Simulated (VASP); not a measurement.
The system is Ni.

```
CELL_PARAMETERS angstrom
0.00000 1.76194 1.76194
1.76194 0.00000 1.76194
1.76194 1.76194 0.00000
ATOMIC_POSITIONS crystal
Ni 0.00000 0.00000 0.00000
```

| Quantity | Value |
| --- | --- |
| Program | VASP 6.6.1 |
| Task | relaxation of cell and atoms |
| Functional | PBEsol |
| Potentials or basis | VASP PAW PBE potentials, release 64 (Ni) |
| Cutoff | 600 eV |
| k mesh | 24 × 24 × 24 |
| Occupations | methfessel-paxton, width 0.1 eV |
| Spin | collinear spin, ferromagnetic start |
| Starting moments | [0.7] μB |

At the start: pressure -10.5 GPa; volume 10.94 Å³/atom.

**Question.** How do energy, volume and symmetry change on relaxing?

**Answer.** Over 3 steps the energy falls by 19.5 meV/atom and the volume is 10.38 Å³/atom (-5.1 %); space group Fm-3m (No. 225, to 0.05 Å); moment 0.63 μB per cell.

The path:
| step | energy change (eV) | largest force (eV/Å) | pressure (GPa) | volume (Å³) |
| --- | --- | --- | --- | --- |
| 1 | 0.0000 | 0.0000 | -10.53 | 10.94 |
| 2 | 0.0018 | 0.0000 | 13.48 | 9.84 |
| 3 | -0.0195 | 0.0000 | -0.09 | 10.38 |

Final structure:
```
Ni
1.0
     0.00000    1.73131    1.73131
     1.73131    0.00000    1.73131
     1.73131    1.73131    0.00000
Ni
1
Direct
  0.00000 0.00000 0.00000
```

Caveat: the PAW data sets were made with another functional, which shifts forces and pressure a little.
